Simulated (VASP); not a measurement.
Wanted: the native input for a VASP 6.6.1 run.

```
Task                   : single point
Functional             : r2SCAN
Dispersion             : D3(BJ)
Potentials or basis    : VASP PAW PBE potentials, release 64 (P, B)
Cutoff                 : 520 eV
k mesh                 : 10 × 10 × 10
Occupations            : fermi-dirac, width 0.05 eV
Spin                   : no spin polarisation
Dipole correction      : no
Further INCAR settings : ALGO = Normal; EDIFF = 1e-07; NBANDS = 11
```

Crystal: BP.

```
P B
1.0
     0.00000    2.31350    2.31350
     2.31350    0.00000    2.31350
     2.31350    2.31350    0.00000
P B
1 1
Direct
  0.75000 0.75000 0.75000
  0.00000 0.00000 0.00000
```

One way to write it, as run:

POSCAR

```
BP
1.0
    0.0000000000      2.3135014941      2.3135014941
    2.3135014941      0.0000000000      2.3135014941
    2.3135014941      2.3135014941      0.0000000000
P B
1 1
Direct
    0.7500000000      0.7500000000      0.7500000000
    0.0000000000      0.0000000000      0.0000000000
```

INCAR.step1

```
SYSTEM = BP
  PREC = Accurate
  ENCUT = 520
  ISMEAR = -1
  SIGMA = 0.05
  LREAL = .FALSE.
  LASPH = .TRUE.
  NELM = 60
  NBANDS = 11
  GGA = PE
  ALGO = Normal
  EDIFF = 1E-4
  LWAVE = .TRUE.
  LCHARG = .FALSE.
```

INCAR.step2

```
SYSTEM = BP
  PREC = Accurate
  ENCUT = 520
  EDIFF = 1E-7
  ISMEAR = -1
  SIGMA = 0.05
  LREAL = .FALSE.
  LASPH = .TRUE.
  NELM = 60
  ALGO = Normal
  ISIF = 2
  LWAVE = .FALSE.
  LCHARG = .FALSE.
  METAGGA = R2SCAN
  LMIXTAU = .TRUE.
  IVDW = 12
  VDW_S6 = 1.0
  VDW_S8 = 0.78981345
  VDW_A1 = 0.49484001
  VDW_A2 = 5.73083694
  NBANDS = 11
  ISTART = 1
```

KPOINTS

```
regular mesh
0
G
  10 10 10
  0 0 0
```

Potentials or basis: VASP PAW PBE potentials, release 64 (P, B).

The run is started by

```sh
$ cat potpaw_PBE.64/P/POTCAR potpaw_PBE.64/B/POTCAR > POTCAR
$ cp INCAR.step1 INCAR
$ mpirun -np 1 vasp_std > vasp.out
$ cp INCAR.step2 INCAR
$ mpirun -np 1 vasp_std > vasp.out
```

Results of the run:

The pressure is -11.3 GPa, the band gap on the k mesh is 1.52 eV, indirect (least direct gap 3.56 eV) and the dispersion energy per atom is -0.142 eV.

Caveat: the PAW data sets were made with another functional, which shifts forces and pressure a little.

Wall time 22 s on 1 thread of Intel(R) Xeon(R) 6975P-C (Granite Rapids), with other jobs on the host, peak memory 0.16 GiB.
